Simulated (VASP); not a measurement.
# Ga3Sb (P-3m1) in VASP: notebook, part 2 of 3

VASP 6.6.1. Earlier steps stand in the parts before.

## (3) Single point, PBE

This run uses another cell than the first one, of 23.25 Å³/atom.

Input file INCAR:

```
SYSTEM = Ga3Sb
ALGO = Normal
EDIFF = 1E-6
ENCUT = 520
GGA = PE
ISIF = 2
ISMEAR = 0
LASPH = .True.
LCHARG = .False.
LREAL = .False.
LWAVE = .False.
NBANDS = 30
NELM = 100
PREC = Accurate
SIGMA = 0.1
```

Input file KPOINTS:

```
k-points
0
Gamma
  6 6 2
  0 0 0
```

Input file POSCAR:

```
Ga3Sb
1.0
    3.7392727400      0.0000000000      0.0000000000
   -1.8696363700      3.2383051800      0.0000000000
    0.0000000000      0.0000000000      7.6816292700
Ga Sb
3 1
Direct
    0.3333333300      0.6666666700      0.0261111400
    0.6666666700      0.3333333300      0.9738888600
    0.0000000000      0.0000000000      0.0000000000
    0.0000000000      0.0000000000      0.5000000000
```

Potentials or basis: VASP PAW PBE potentials, release 64 (Ga_d, Sb).

On the command line:

```
> cat potpaw_PBE.64/Ga_d/POTCAR potpaw_PBE.64/Sb/POTCAR > POTCAR
> mpirun -np 1 vasp_std > vasp.out
```

OUTCAR:

```text
SYSTEM = Ga3Sb
   EDIFF = 1E-6
   ENCUT = 520
   GGA = PE
   ISIF = 2
   ISMEAR = 0
   LASPH = .True.
   LREAL = .False.
   NELM = 100
   PREC = Accurate

 ion  position               nearest neighbor table
   1  0.333  0.667  0.026-   3 2.17   3 2.17   3 2.17   2 2.20   2 2.20   2 2.20
   2  0.667  0.333  0.974-   3 2.17   3 2.17   3 2.17   1 2.20   1 2.20   1 2.20
   3  0.000  0.000  0.000-   1 2.17   2 2.17   1 2.17   2 2.17   2 2.17   1 2.17
   4  0.000  0.000  0.500-

  LATTYP: Found a hexagonal cell.
 ALAT       =     3.7392727400
 C/A-ratio  =     2.0543110396

  Lattice vectors:

 A1 = (   3.7392727400,   0.0000000000,   0.0000000000)
 A2 = (  -1.8696363700,   3.2383051800,   0.0000000000)
 A3 = (   0.0000000000,   0.0000000000,   7.6816292700)

Analysis of symmetry for initial positions (statically):
=====================================================================
 Subroutine PRICEL returns:
 Original cell was already a primitive cell.

 Routine SETGRP: Setting up the symmetry group for a
 hexagonal supercell.

 Subroutine GETGRP returns: Found 12 space group operations
[... 158 lines left out ...]

 E-fermi :   5.1884     XC(G=0):  -9.7271

 val. band max:        5.1859321858   @ k =   0.3333   0.1667   0.5000
 cond. band min:       5.2295545799   @ k =   0.3333   0.3333   0.0000
 fundamental gap:      0.0436223941
 Fermi energy:         5.1883930972

 k-point     1 :       0.0000    0.0000    0.0000
  band No.  band energies     occupation
      1     -12.8798      2.00000
      2     -12.0626      2.00000
      3     -12.0626      2.00000
      4     -11.9102      2.00000
      5     -11.9102      2.00000
      6     -11.8954      2.00000
[... 451 lines left out ...]
     29      11.6247      0.00000
     30      11.6247      0.00000

------------------------ aborting loop because EDIFF is reached ----------------------------------------

  FORCE on cell =-STRESS in cart. coord.  units (eV):
  Direction    XX          YY          ZZ          XY          YZ          ZX
  --------------------------------------------------------------------------------------
  -------------------------------------------------------------------------------------
  Total       32.1333131     32.1333130     -1.2165909      0.0000000     -0.0000000     -0.0000000
  in kB      553.4875113    553.4875097    -20.9554445      0.0000000     -0.0000000     -0.0000000
  external PRESSURE =     362.0065255 kB  Pullay stress =       0.0000000 kB

 VOLUME and BASIS-vectors are now :
 -----------------------------------------------------------------------------
  energy-cutoff  :      520.00
  volume of cell :       93.02
      direct lattice vectors                 reciprocal lattice vectors
     3.739272740  0.000000000  0.000000000     0.267431682  0.154401754  0.000000000
    -1.869636370  3.238305180  0.000000000     0.000000000  0.308803508  0.000000000
     0.000000000  0.000000000  7.681629270     0.000000000  0.000000000  0.130180716

 POSITION                                       TOTAL-FORCE (eV/Angst)
 -----------------------------------------------------------------------------------
     -0.00000      2.15887      0.20058        -0.000000      0.000000      2.992189
      1.86964      1.07944      7.48105        -0.000000      0.000000     -2.992189
      0.00000      0.00000      0.00000         0.000000      0.000000      0.000000
      0.00000      0.00000      3.84081         0.000000      0.000000      0.000000
 -----------------------------------------------------------------------------------
    total drift:                                0.000000      0.000000      0.000000

  FREE ENERGIE OF THE ION-ELECTRON SYSTEM (eV)
  ---------------------------------------------------
  free  energy   TOTEN  =        -4.6181618159 eV

  energy  without entropy=       -4.5994012583  energy(sigma->0) =       -4.60878154
```

OSZICAR:

```text
N       E                     dE             d eps       ncg     rms          rms(c)
DAV:   1     0.327668580206E+03    0.32767E+03   -0.21807E+04   900   0.239E+03
DAV:   2     0.341089928730E+02   -0.29356E+03   -0.28469E+03   864   0.512E+02
DAV:   3    -0.440702563114E+01   -0.38516E+02   -0.37832E+02   960   0.146E+02
DAV:   4    -0.578047429237E+01   -0.13734E+01   -0.13701E+01   944   0.306E+01
DAV:   5    -0.581562291962E+01   -0.35149E-01   -0.35134E-01  1070   0.459E+00    0.501E+00
DAV:   6    -0.481273636459E+01    0.10029E+01   -0.48540E+00  1146   0.706E+00    0.273E+00
DAV:   7    -0.469085425859E+01    0.12188E+00   -0.10991E+00   920   0.635E+00    0.162E+00
DAV:   8    -0.462878494678E+01    0.62069E-01   -0.29639E-01  1042   0.419E+00    0.477E-01
DAV:   9    -0.461817949024E+01    0.10605E-01   -0.89562E-02   940   0.279E+00    0.137E-01
DAV:  10    -0.461801663942E+01    0.16285E-03   -0.60748E-03   942   0.156E+00    0.656E-02
DAV:  11    -0.461811985963E+01   -0.10322E-03   -0.14020E-03   986   0.825E-01    0.263E-02
DAV:  12    -0.461814798689E+01   -0.28127E-04   -0.36451E-04   962   0.452E-01    0.116E-02
DAV:  13    -0.461816210848E+01   -0.14122E-04   -0.13009E-04  1080   0.106E-01    0.570E-03
DAV:  14    -0.461816181593E+01    0.29255E-06   -0.90174E-06   912   0.925E-02
   1 F= -.46181618E+01 E0= -.46087815E+01  d E =-.187606E-01
```

stdout:

```text
POSCAR found type information on POSCAR GaSb
 POSCAR found :  2 types and       4 ions
 scaLAPACK will be used
 LDA part: xc-table for (Slater+PW92), standard interpolation
 POSCAR, INCAR and KPOINTS ok, starting setup
 FFT: planning ... GRIDC
 FFT: planning ... GRID_SOFT
 FFT: planning ... GRID
 WAVECAR not read
 entering main loop
```

It took 36 s on 1 thread of Intel Xeon Platinum 8259CL at 2.50GHz (Skylake/Cascade Lake), shared host; peak memory 0.21 GiB.

Results:

* Free energy: -4.6182 eV
* Pressure: 36.2 GPa
* Largest force: 2.992 eV/Å
* Band gap on the k mesh: zero (bands 22 and 23 overlap by 0.76 eV)

Forces on the atoms (eV/Å):
```
Ga   0.000  0.000  2.992
Ga   0.000  0.000 -2.992
Ga   0.000  0.000  0.000
Sb   0.000  0.000  0.000
```

Stress tensor (GPa, compression positive):
```
55.35  0.00  0.00
 0.00 55.35  0.00
 0.00  0.00 -2.10
```

Caveat: the k points lie up to 0.41 Å⁻¹ apart, too coarse for converged energies and pressures of a metal; semilocal functionals underestimate gaps, so a narrow gap can read as zero; spin-orbit coupling is left out, which moves the levels of the heavy elements; forces of over 1 eV/Å act on the atoms, so gaps and moduli don't describe the material at rest.

## (4) Single point, PBE

This run uses another cell than the first one, of 22.76 Å³/atom.

Input file INCAR:

```
ALGO = Normal
EDIFF = 1E-7
ENCUT = 520
GGA = PE
ISIF = 2
ISMEAR = 0
LASPH = True
LCHARG = False
LREAL = False
LWAVE = False
NBANDS = 30
NELM = 100
PREC = Accurate
SIGMA = 0.1
```

Input file KPOINTS:

```
k-points
0
Gamma
  6 6 4
```

Input file POSCAR:

```
Ga3Sb
1.0
    3.8887618232      0.0000000000      0.0000000000
   -1.9443809116      3.3677665282      0.0000000000
    0.0000000000      0.0000000000      6.9508961660
Ga Sb
3 1
Direct
    0.3333333333      0.6666666667      0.2261467893
    0.6666666667      0.3333333333      0.7738532107
    0.0000000000      0.0000000000      0.0000000000
    0.0000000000      0.0000000000      0.5000000000
```

Potentials or basis: VASP PAW PBE potentials, release 64 (Ga_d, Sb).

On the command line:

```
> cat potpaw_PBE.64/Ga_d/POTCAR potpaw_PBE.64/Sb/POTCAR > POTCAR
> mpirun -np 1 vasp_std > vasp.out
```

OUTCAR:

```text
EDIFF = 1E-7
   ENCUT = 520
   GGA = PE
   ISIF = 2
   ISMEAR = 0
   LASPH = True
   LREAL = False
   NELM = 100
   PREC = Accurate

 ion  position               nearest neighbor table
   1  0.333  0.667  0.226-   3 2.74   3 2.74   3 2.74   4 2.94   4 2.94   4 2.94
   2  0.667  0.333  0.774-   3 2.74   3 2.74   3 2.74   4 2.94   4 2.94   4 2.94
   3  0.000  0.000  0.000-   1 2.74   2 2.74   2 2.74   1 2.74   2 2.74   1 2.74
   4  0.000  0.000  0.500-   1 2.94   2 2.94   2 2.94   1 2.94   2 2.94   1 2.94

  LATTYP: Found a hexagonal cell.
 ALAT       =     3.8887618232
 C/A-ratio  =     1.7874317024

  Lattice vectors:

 A1 = (   3.8887618232,   0.0000000000,   0.0000000000)
 A2 = (  -1.9443809116,   3.3677665282,   0.0000000000)
 A3 = (   0.0000000000,   0.0000000000,   6.9508961660)

Analysis of symmetry for initial positions (statically):
=====================================================================
 Subroutine PRICEL returns:
 Original cell was already a primitive cell.

[... 169 lines left out ...]
  free energy    TOTEN  =       -12.50938043 eV

  energy without entropy =      -12.50039226  energy(sigma->0) =      -12.50488634

 E-fermi :   5.3901     XC(G=0): -10.2473

 val. band max:        5.3840508986   @ k =   0.3333   0.3333   0.2500
 cond. band min:       5.4064854786   @ k =   0.3333   0.3333   0.5000
 fundamental gap:      0.0224345799
 Fermi energy:         5.3900628216

 k-point     1 :       0.0000    0.0000    0.0000
  band No.  band energies     occupation
      1      -9.5438      2.00000
      2      -9.5438      2.00000
      3      -9.4300      2.00000
      4      -9.4300      2.00000
      5      -9.4300      2.00000
      6      -9.3681      2.00000
[... 781 lines left out ...]
     29      13.9965      0.00000
     30      13.9968      0.00000

------------------------ aborting loop because EDIFF is reached ----------------------------------------

  FORCE on cell =-STRESS in cart. coord.  units (eV):
  Direction    XX          YY          ZZ          XY          YZ          ZX
  --------------------------------------------------------------------------------------
  -------------------------------------------------------------------------------------
  Total        0.0344307      0.0344307      0.1364140      0.0000000      0.0000000      0.0000000
  in kB        0.6059851      0.6059851      2.4009082      0.0000000      0.0000000      0.0000000
  external PRESSURE =       1.2042928 kB  Pullay stress =       0.0000000 kB

 VOLUME and BASIS-vectors are now :
 -----------------------------------------------------------------------------
  energy-cutoff  :      520.00
  volume of cell :       91.03
      direct lattice vectors                 reciprocal lattice vectors
     3.888761823  0.000000000  0.000000000     0.257151259  0.148466349  0.000000000
    -1.944380912  3.367766528  0.000000000     0.000000000  0.296932698  0.000000000
     0.000000000  0.000000000  6.950896166     0.000000000  0.000000000  0.143866341

 POSITION                                       TOTAL-FORCE (eV/Angst)
 -----------------------------------------------------------------------------------
     -0.00000      2.24518      1.57192        -0.000000      0.000000      0.005654
      1.94438      1.12259      5.37897         0.000000     -0.000000     -0.005654
      0.00000      0.00000      0.00000        -0.000000      0.000000      0.000000
      0.00000      0.00000      3.47545        -0.000000      0.000000      0.000000
 -----------------------------------------------------------------------------------
    total drift:                               -0.000000      0.000000     -0.000000

  FREE ENERGIE OF THE ION-ELECTRON SYSTEM (eV)
  ---------------------------------------------------
  free  energy   TOTEN  =       -12.5093804285 eV

  energy  without entropy=      -12.5003922557  energy(sigma->0) =      -12.50488634
```

stdout:

```text
POSCAR found type information on POSCAR GaSb
 POSCAR found :  2 types and       4 ions
 scaLAPACK will be used
 LDA part: xc-table for (Slater+PW92), standard interpolation
 POSCAR, INCAR and KPOINTS ok, starting setup
 FFT: planning ... GRIDC
 FFT: planning ... GRID_SOFT
 FFT: planning ... GRID
 WAVECAR not read
 entering main loop
```

Run time: 68 s. Hardware: 1 thread of Intel Xeon Platinum 8259CL at 2.50GHz (Skylake/Cascade Lake), shared host; peak memory 0.23 GiB.

Results:

| Property | Result |
| --- | --- |
| Free energy | -12.5094 eV |
| Pressure | 0.1 GPa |
| Largest force | 0.006 eV/Å |
| Band gap on the k mesh | zero (bands 22 and 23 overlap by 3.83 eV) |

Forces in eV/Å, atoms in the order of the input:
```
Ga   0.000  0.000  0.006
Ga   0.000  0.000 -0.006
Ga   0.000  0.000  0.000
Sb   0.000  0.000  0.000
```

Stress tensor (GPa, compression positive):
```
0.06 0.00 0.00
0.00 0.06 0.00
0.00 0.00 0.24
```

Caveat: spin-orbit coupling is left out, which moves the levels of the heavy elements.

[end of part 2 of 3]
